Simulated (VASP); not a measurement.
# TiH (Pm-3m) in VASP: further runs

TiH is run at these levels: PBEsol; tasks: single point.

Everything below comes from runs of VASP 6.6.1. Logs are shortened: lines on timing, memory, paths and dates and some standing lists are left out, and cuts for length are marked.

## 1. The cell of the first run

The structure is cubic, space group Pm-3m (No. 221). Conventional cell: a = 2.563 Å, b = 2.563 Å, c = 2.563 Å, α = 90.00°, β = 90.00°, γ = 90.00°. Ti (site symmetry m-3m) has 8 H at 2.22 Å and 6 Ti at 2.56 Å within 2.9 Å. Within 2.9 Å of H (site symmetry m-3m) lie 8 Ti at 2.22 Å and 6 H at 2.56 Å.

## 2. Single point, PBEsol

Input file INCAR:

```
PREC     = Accurate       # precision mode
ENCUT    = 520            # plane-wave cutoff, eV
EDIFF    = 1E-6           # SCF threshold, eV
ISMEAR   = -1             # smearing method
SIGMA    = 0.1            # smearing width, eV
LREAL    = F              # projectors in reciprocal space
LASPH    = T              # aspherical terms in the spheres
NELM     = 100            # most SCF steps
ALGO     = Normal         # electronic algorithm
ISIF     = 2              # what is computed and relaxed
LWAVE    = F              # write WAVECAR
LCHARG   = F              # write CHGCAR
GGA      = PS             # functional
NBANDS   = 14             # bands
```

Input file KPOINTS:

```
Automatic mesh
0
Gamma
  7 7 7
```

Input file POSCAR:

```
TiH
1.0
    2.5634576239      0.0000000000      0.0000000000
    0.0000000000      2.5634576239      0.0000000000
    0.0000000000      0.0000000000      2.5634576239
Ti H
1 1
Direct
    0.0000000000      0.0000000000      0.0000000000
    0.5000000000      0.5000000000      0.5000000000
```

Potentials or basis: VASP PAW PBE potentials, release 64 (Ti_sv, H).

On the command line:

```sh
$ cat potpaw_PBE.64/Ti_sv/POTCAR potpaw_PBE.64/H/POTCAR > POTCAR
$ mpirun -np 1 vasp_std > vasp.out
```

OUTCAR:

```text
PREC = Accurate
   ENCUT = 520
   EDIFF = 1E-6
   ISMEAR = -1
   LREAL = F
   LASPH = T
   NELM = 100
   ISIF = 2
   GGA = PS

 ion  position               nearest neighbor table
   1  0.000  0.000  0.000-
   2  0.500  0.500  0.500-

  LATTYP: Found a simple cubic cell.
 ALAT       =     2.5634576239

  Lattice vectors:

 A1 = (   2.5634576239,   0.0000000000,   0.0000000000)
 A2 = (   0.0000000000,   2.5634576239,   0.0000000000)
 A3 = (   0.0000000000,   0.0000000000,   2.5634576239)

Analysis of symmetry for initial positions (statically):
=====================================================================
 Subroutine PRICEL returns:
 Original cell was already a primitive cell.

 Routine SETGRP: Setting up the symmetry group for a
 simple cubic supercell.

 Subroutine GETGRP returns: Found 48 space group operations
 (whereof 48 operations were pure point group operations)
 out of a pool of 48 trial point group operations.

The static configuration has the point symmetry O_h .

Analysis of symmetry for dynamics (positions and initial velocities):
=====================================================================
 Subroutine PRICEL returns:
 Original cell was already a primitive cell.

 Routine SETGRP: Setting up the symmetry group for a
 simple cubic supercell.

 Subroutine GETGRP returns: Found 48 space group operations
 (whereof 48 operations were pure point group operations)
 out of a pool of 48 trial point group operations.

The dynamic configuration has the point symmetry O_h .

 Subroutine INISYM returns: Found 48 space group operations
 (whereof 48 operations are pure point group operations),
 and found     1 'primitive' translations

----------------------------------------------------------------------------------------

                                     Primitive cell

  volume of cell :      16.8453

  direct lattice vectors                    reciprocal lattice vectors
     2.563457624  0.000000000  0.000000000     0.390098120  0.000000000  0.000000000
     0.000000000  2.563457624  0.000000000     0.000000000  0.390098120  0.000000000
     0.000000000  0.000000000  2.563457624     0.000000000  0.000000000  0.390098120

  length of vectors
     2.563457624  2.563457624  2.563457624     0.390098120  0.390098120  0.390098120

  position of ions in fractional coordinates (direct lattice)
     0.000000000  0.000000000  0.000000000
     0.500000000  0.500000000  0.500000000

  ion indices of the primitive-cell ions
   primitive index   ion index
                 1           1
                 2           2

----------------------------------------------------------------------------------------

 KPOINTS: Automatic mesh

Automatic generation of k-mesh.
 Grid dimensions read from file:
 generate k-points for:    7    7    7

 Generating k-lattice:

  Cartesian coordinates                     Fractional coordinates (reciprocal lattice)
     0.055728303  0.000000000  0.000000000     0.142857143  0.000000000  0.000000000
     0.000000000  0.055728303  0.000000000     0.000000000  0.142857143  0.000000000
     0.000000000  0.000000000  0.055728303     0.000000000  0.000000000  0.142857143

  Length of vectors
     0.055728303  0.055728303  0.055728303

  Shift w.r.t. Gamma in fractional coordinates (k-lattice)
     0.000000000  0.000000000  0.000000000

 Subroutine IBZKPT returns following result:
 ===========================================

 Found     20 irreducible k-points:

 Following reciprocal coordinates:
            Coordinates               Weight
  0.000000  0.000000  0.000000      1.000000
  0.142857  0.000000  0.000000      6.000000
  0.285714  0.000000  0.000000      6.000000
  0.428571  0.000000  0.000000      6.000000
  0.142857  0.142857  0.000000     12.000000
  0.285714  0.142857  0.000000     24.000000
[... 12 lines left out ...]
  0.428571  0.428571  0.285714     24.000000
  0.428571  0.428571  0.428571      8.000000
   k-points           NKPTS =     20   k-points in BZ     NKDIM =     20   number of bands    NBANDS=     14
   number of dos      NEDOS =    301   number of ions     NIONS =      2
   total plane-waves  NPLWV =   8000
   dimension x,y,z NGX =    20 NGY =   20 NGZ =   20
   dimension x,y,z NGXF=    40 NGYF=   40 NGZF=   40
   ions per type =               1   1
   NGX,Y,Z   is equivalent  to a cutoff of  12.97, 12.97, 12.97 a.u.
   NGXF,Y,Z  is equivalent  to a cutoff of  25.94, 25.94, 25.94 a.u.
 SYSTEM =  unknown system
   PREC   = accura    normal or accurate (medium, high low for compatibility)
   ISTART =      0    job   : 0-new  1-cont  2-samecut
   ICHARG =      2    charge: 1-file 2-atom 10-const
   ISPIN  =      1    spin polarized calculation?
   LNONCOLLINEAR =      F non collinear calculations
   LSORBIT =      F    spin-orbit coupling
   LASPH  =      T    aspherical Exc in radial PAW
   ENCUT  =  520.0 eV  38.22 Ry    6.18 a.u.   4.77  4.77  4.77*2*pi/ulx,y,z
   NELM   =    100;   NELMIN=  2; NELMDL= -5     # of ELM steps
   EDIFF  = 0.1E-05   stopping-criterion for ELM
   LREAL  =      F    real-space projection
   EDIFFG = 0.1E-04   stopping-criterion for IOM
   NSW    =      0    number of steps for IOM
   IBRION =     -1    ionic relax: 0-MD 1-quasi-New 2-CG
   NFREE  =      0    steps in history (QN), initial steepest desc. (CG)
   ISIF   =      2    stress and relaxation
   ISYM   =      2    0-nonsym 1-usesym 2-fastsym
   POTIM  = 0.5000    time-step for ionic-motion
   TEBEG  =    0.0;   TEEND  =   0.0 temperature during run
   PSTRESS=    0.0 pullay stress
   NELECT =      13.0000    total number of electrons
   NUPDOWN=      -1.0000    fix difference up-down
   EMIN   =  10.00;   EMAX   =-10.00  energy-range for DOS
   EFERMI =   0.00;   METHOD = LEGACY
   ISMEAR =    -1;   SIGMA  =   0.10  broadening in eV -4-tet -1-fermi 0-gaus
   EFERMI_NEDOS =   21; number of points for ismear=-14 and -15
   IALGO  =     38    algorithm
   IMIX   =      4    mixing-type and parameters
     AMIX     =   0.40;   BMIX     =  1.00
     AMIX_MAG =   1.60;   BMIX_MAG =  1.00
  volume/ion in A,a.u.               =       8.42        56.84
  Fermi-wavevector in a.u.,A,eV,Ry     =   1.501631  2.837671 30.679706  2.254895
  Thomas-Fermi vector in A             =   2.612976
   LORBIT       =      0    0 simple, 1 ext, 2 COOP (PROOUT), +10 PAW based schemes
   GGA     = PS    functional components
   LHFCALC =     F    Hartree Fock is set to
   AEXX    =    0.0000 exact exchange contribution
   IVDW    =     0    specifies the selected vdW correction
   LEPSILON=     F    determine dielectric tensor
   LRPA    =     F    only Hartree local field effects (RPA)
 non-spin polarized calculation
  energy-cutoff  :      520.00
  volume of cell :       16.85
 maximum number of plane-waves:       461
 NGX is ok and might be reduce to    20
   NGX =  9   NGY =  9   NGZ =  9

 number of electron      13.0000011 magnetization

 Free energy of the ion-electron system (eV)
  ---------------------------------------------------
  ext. energy  EPLUGINS =         0.00000000
  ---------------------------------------------------
  free energy    TOTEN  =       -11.43020367 eV

  energy without entropy =      -11.40101968  energy(sigma->0) =      -11.41561168

 E-fermi :   9.6385     XC(G=0): -12.4078

 val. band max:        9.5562197091   @ k =   0.4286   0.1429   0.1429
 cond. band min:       9.6963193874   @ k =   0.4286   0.4286   0.1429
 fundamental gap:      0.1400996783
 Fermi energy:         9.6384557045

 k-point     1 :       0.0000    0.0000    0.0000
  band No.  band energies     occupation
      1     -46.5394      2.00000
      2     -22.2988      2.00000
      3     -22.2988      2.00000
      4     -22.2988      2.00000
      5      -0.2995      2.00000
      6       7.9405      2.00000
      7       7.9405      2.00000
      8      13.8868      0.00000
      9      13.8868      0.00000
     10      13.8868      0.00000
     11      21.7133      0.00000
     12      23.9383      0.00000
     13      23.9383      0.00000
     14      23.9383      0.00000

 k-point     2 :       0.1429    0.0000    0.0000
  band No.  band energies     occupation
      1     -46.5057      2.00000
      2     -22.5353      2.00000
      3     -22.2784      2.00000
      4     -22.2784      2.00000
      5       0.2098      2.00000
      6       8.0958      2.00000
      7       8.2877      2.00000
      8      13.3319      0.00000
      9      13.3319      0.00000
     10      13.9278      0.00000
     11      19.0223      0.00000
     12      24.8918      0.00000
     13      24.8918      0.00000
     14      25.0407      0.00000

 k-point     3 :       0.2857    0.0000    0.0000
  band No.  band energies     occupation
      1     -46.4291      2.00000
      2     -23.0461      2.00000
      3     -22.2322      2.00000
      4     -22.2322      2.00000
      5       1.5753      2.00000
      6       8.4628      1.99998
      7       8.4684      1.99998
      8      12.2923      0.00000
      9      12.2923      0.00000
     10      14.0211      0.00000
     11      16.7903      0.00000
     12      25.0038      0.00000
     13      27.1110      0.00000
     14      27.1900      0.00000
[... 256 lines left out ...]
 k-point    19 :       0.4286    0.4286    0.2857
  band No.  band energies     occupation
      1     -46.1043      2.00000
      2     -23.1414      2.00000
      3     -23.1330      2.00000
      4     -22.7388      2.00000
      5       4.3290      2.00000
      6       8.4947      1.99998
      7       8.6701      1.99988
      8      12.3679      0.00000
      9      12.4405      0.00000
     10      14.5621      0.00000
     11      17.3480      0.00000
     12      19.2668      0.00000
     13      23.6913      0.00000
     14      25.6734      0.00000

 k-point    20 :       0.4286    0.4286    0.4286
  band No.  band energies     occupation
      1     -46.0483      2.00000
      2     -23.0856      2.00000
      3     -23.0752      2.00000
      4     -23.0752      2.00000
      5       5.6891      2.00000
      6       7.6938      2.00000
      7       7.6938      2.00000
      8      10.1268      0.01503
      9      14.7152      0.00000
     10      14.7152      0.00000
     11      19.2492      0.00000
     12      21.6712      0.00000
     13      21.6712      0.00000
     14      25.8158      0.00000

------------------------ aborting loop because EDIFF is reached ----------------------------------------

  FORCE on cell =-STRESS in cart. coord.  units (eV):
  Direction    XX          YY          ZZ          XY          YZ          ZX
  --------------------------------------------------------------------------------------
  -------------------------------------------------------------------------------------
  Total        1.0345673      1.0345673      1.0345673      0.0000000     -0.0000000      0.0000000
  in kB       98.3990486     98.3990486     98.3990486      0.0000000     -0.0000000      0.0000000
  external PRESSURE =      98.3990486 kB  Pullay stress =       0.0000000 kB

 VOLUME and BASIS-vectors are now :
 -----------------------------------------------------------------------------
  energy-cutoff  :      520.00
  volume of cell :       16.85
      direct lattice vectors                 reciprocal lattice vectors
     2.563457624  0.000000000  0.000000000     0.390098120  0.000000000  0.000000000
     0.000000000  2.563457624  0.000000000     0.000000000  0.390098120  0.000000000
     0.000000000  0.000000000  2.563457624     0.000000000  0.000000000  0.390098120

 POSITION                                       TOTAL-FORCE (eV/Angst)
 -----------------------------------------------------------------------------------
      0.00000      0.00000      0.00000         0.000000      0.000000      0.000000
      1.28173      1.28173      1.28173         0.000000      0.000000      0.000000
 -----------------------------------------------------------------------------------
    total drift:                                0.000000      0.000000      0.000000

  FREE ENERGIE OF THE ION-ELECTRON SYSTEM (eV)
  ---------------------------------------------------
  free  energy   TOTEN  =       -11.4302036683 eV

  energy  without entropy=      -11.4010196836  energy(sigma->0) =      -11.41561168
```

Wall time 5.6 s (1 thread of Intel Xeon 6975P-C, shared host); peak memory 0.12 GiB.

Results:

```yaml
Free_energy: -11.4302 eV
Pressure: 9.8 GPa
```

Caveat: the PAW data sets were made with another functional, which shifts forces and pressure a little.

## 3. Single point, PBEsol

This run uses another cell than the first one, of 7.96 Å³/atom, 0.945 times its volume.

Input file INCAR:

```
PREC = Accurate ; ENCUT = 520
EDIFF = 1E-7 ; ISMEAR = -1
SIGMA = 0.1 ; LREAL = F
LASPH = T ; NELM = 100
ALGO = Normal ; ISIF = 2
LWAVE = F ; LCHARG = T
GGA = PS ; LELF = T
LVHAR = T ; NBANDS = 14
```

KPOINTS is that of step 2.

Input file POSCAR:

```
TiH
1.0
    2.5151668397      0.0000000000      0.0000000000
    0.0000000000      2.5151668397      0.0000000000
    0.0000000000      0.0000000000      2.5151668397
Ti H
1 1
Direct
    0.0000000000      0.0000000000      0.0000000000
    0.5000000000      0.5000000000      0.5000000000
```

Potentials or basis: VASP PAW PBE potentials, release 64 (Ti_sv, H).

On the command line:

```sh
$ cat potpaw_PBE.64/Ti_sv/POTCAR potpaw_PBE.64/H/POTCAR > POTCAR
$ mpirun -np 1 vasp_std > vasp.out
```

It used 4.1 s of CPU time on 1 thread of Intel Xeon 6975P-C, with other jobs on the host.

Results (log left out):

```
Free energy : -11.3441 eV
Pressure    : 19.8 GPa
```

Levels at points of the mesh, in eV from the Fermi level:
| k point | band 3 | band 4 | band 5 | band 6 | band 7 | band 8 | band 9 | band 10 | band 11 | band 12 |
| --- | --- | --- | --- | --- | --- | --- | --- | --- | --- | --- |
| (0.00, 0.00, 0.00) | -31.78 | -31.78 | -10.21 | -1.84 | -1.84 | 4.53 | 4.53 | 4.53 | 12.91 | 14.88 |

Caveat: the PAW data sets were made with another functional, which shifts forces and pressure a little.

## 4. Single point, PBEsol

This run uses another cell than the first one, of 7.58 Å³/atom, 0.900 times its volume.

Input file INCAR:

```
SYSTEM = TiH
PREC = Accurate
ENCUT = 520
EDIFF = 1E-7
ISMEAR = -1
SIGMA = 0.1
LREAL = .False.
LASPH = .True.
NELM = 80
ALGO = Normal
ISIF = 2
LWAVE = .False.
LCHARG = .False.
GGA = PS
NBANDS = 14
```

Input file KPOINTS:

```
Automatic mesh
0
Gamma
  7 7 7
  0 0 0
```

Input file POSCAR:

```
TiH
1.0
    2.4753795425      0.0000000000      0.0000000000
    0.0000000000      2.4753795425      0.0000000000
    0.0000000000      0.0000000000      2.4753795425
Ti H
1 1
Direct
    0.0000000000      0.0000000000      0.0000000000
    0.5000000000      0.5000000000      0.5000000000
```

Potentials or basis: VASP PAW PBE potentials, release 64 (Ti_sv, H).

On the command line:

```sh
$ cat potpaw_PBE.64/Ti_sv/POTCAR potpaw_PBE.64/H/POTCAR > POTCAR
$ mpirun -np 1 vasp_std > vasp.out
```

OUTCAR:

```text
SYSTEM = TiH
   PREC = Accurate
   ENCUT = 520
   EDIFF = 1E-7
   ISMEAR = -1
   LREAL = .False.
   LASPH = .True.
   NELM = 80
   ISIF = 2
   GGA = PS

 ion  position               nearest neighbor table
   1  0.000  0.000  0.000-
   2  0.500  0.500  0.500-

  LATTYP: Found a simple cubic cell.
 ALAT       =     2.4753795425

  Lattice vectors:

[... 515 lines left out ...]
     12      24.4155      0.00000
     13      24.4155      0.00000
     14      28.5385      0.00000

------------------------ aborting loop because EDIFF is reached ----------------------------------------

  FORCE on cell =-STRESS in cart. coord.  units (eV):
  Direction    XX          YY          ZZ          XY          YZ          ZX
  --------------------------------------------------------------------------------------
  -------------------------------------------------------------------------------------
  Total        2.8228938      2.8228938      2.8228938     -0.0000000     -0.0000000     -0.0000000
  in kB      298.1808392    298.1808392    298.1808392     -0.0000000     -0.0000000     -0.0000000
  external PRESSURE =     298.1808392 kB  Pullay stress =       0.0000000 kB

 VOLUME and BASIS-vectors are now :
 -----------------------------------------------------------------------------
  energy-cutoff  :      520.00
  volume of cell :       15.17
      direct lattice vectors                 reciprocal lattice vectors
     2.475379542  0.000000000  0.000000000     0.403978454  0.000000000  0.000000000
     0.000000000  2.475379542  0.000000000     0.000000000  0.403978454  0.000000000
     0.000000000  0.000000000  2.475379542     0.000000000  0.000000000  0.403978454

 POSITION                                       TOTAL-FORCE (eV/Angst)
 -----------------------------------------------------------------------------------
      0.00000      0.00000      0.00000         0.000000      0.000000      0.000000
      1.23769      1.23769      1.23769         0.000000      0.000000      0.000000
 -----------------------------------------------------------------------------------
    total drift:                               -0.000000      0.000000      0.000000

  FREE ENERGIE OF THE ION-ELECTRON SYSTEM (eV)
  ---------------------------------------------------
  free  energy   TOTEN  =       -11.2290195258 eV

  energy  without entropy=      -11.2048621816  energy(sigma->0) =      -11.21694085
```

OSZICAR:

```text
N       E                     dE             d eps       ncg     rms          rms(c)
DAV:   1     0.941046313912E+02    0.94105E+02   -0.63187E+03   560   0.109E+03
DAV:   2    -0.784050563695E+01   -0.10195E+03   -0.97364E+02   590   0.296E+02
DAV:   3    -0.118967899561E+02   -0.40563E+01   -0.39797E+01   712   0.606E+01
DAV:   4    -0.119794383307E+02   -0.82648E-01   -0.82604E-01   602   0.796E+00
DAV:   5    -0.119810377396E+02   -0.15994E-02   -0.15993E-02   728   0.100E+00    0.130E+01
DAV:   6    -0.111838604097E+02    0.79718E+00   -0.15097E+00   620   0.176E+01    0.457E+00
DAV:   7    -0.112063945069E+02   -0.22534E-01   -0.93544E-02   650   0.227E+00    0.244E+00
DAV:   8    -0.112288947681E+02   -0.22500E-01   -0.47239E-02   620   0.200E+00    0.159E-01
DAV:   9    -0.112290943461E+02   -0.19958E-03   -0.42470E-03   694   0.541E-01    0.156E-01
DAV:  10    -0.112290631042E+02    0.31242E-04   -0.16570E-04   584   0.124E-01    0.949E-02
DAV:  11    -0.112290183592E+02    0.44745E-04   -0.61936E-05   656   0.869E-02    0.107E-02
DAV:  12    -0.112290195633E+02   -0.12041E-05   -0.34775E-06   602   0.189E-02    0.412E-03
DAV:  13    -0.112290195258E+02    0.37481E-07   -0.10817E-07   588   0.332E-03
   1 F= -.11229020E+02 E0= -.11216941E+02  d E =-.241573E-01
```

stdout:

```text
POSCAR found type information on POSCAR TiH
 POSCAR found :  2 types and       2 ions
 scaLAPACK will be used
 -----------------------------------------------------------------------------
|                                                                             |
|                                                                             |
|     You enforced a specific xc type in the INCAR file but a different       |
|     I HOPE YOU KNOW WHAT YOU ARE DOING!                                     |
|                                                                             |
 -----------------------------------------------------------------------------

 LDA part: xc-table for (Slater+PW92), standard interpolation
 POSCAR, INCAR and KPOINTS ok, starting setup
 FFT: planning ... GRIDC
 FFT: planning ... GRID_SOFT
 FFT: planning ... GRID
 WAVECAR not read
 entering main loop
```

Wall time 6.3 s (1 thread of Intel Xeon 6975P-C, shared host); peak memory 0.12 GiB.

Results:

```
Free energy : -11.2290 eV
Pressure    : 29.8 GPa
```

Caveat: the k points lie up to 0.36 Å⁻¹ apart; the PAW data sets were made with another functional, which shifts forces and pressure a little.

## 5. The runs side by side

| cell | gap on the mesh (eV) | pressure (GPa) |
| --- | --- | --- |
| a = 2.563 Å, 2 atoms | none | 9.8 |
| a = 2.515 Å, 2 atoms | none | 19.8 |
| a = 2.475 Å, 2 atoms | none | 29.8 |

Alike in all rows: task single point; level PBEsol; potentials or basis VASP PAW PBE potentials, release 64 (Ti_sv, H); no spin polarisation; k mesh 7 × 7 × 7; cutoff (eV) 520; smearing fermi-dirac 0.1 eV.

Caveats: some runs use coarse meshes; the PAW data sets were made with another functional, which shifts forces and pressure a little.

Absolute energies hang on the potentials; compare differences alone.
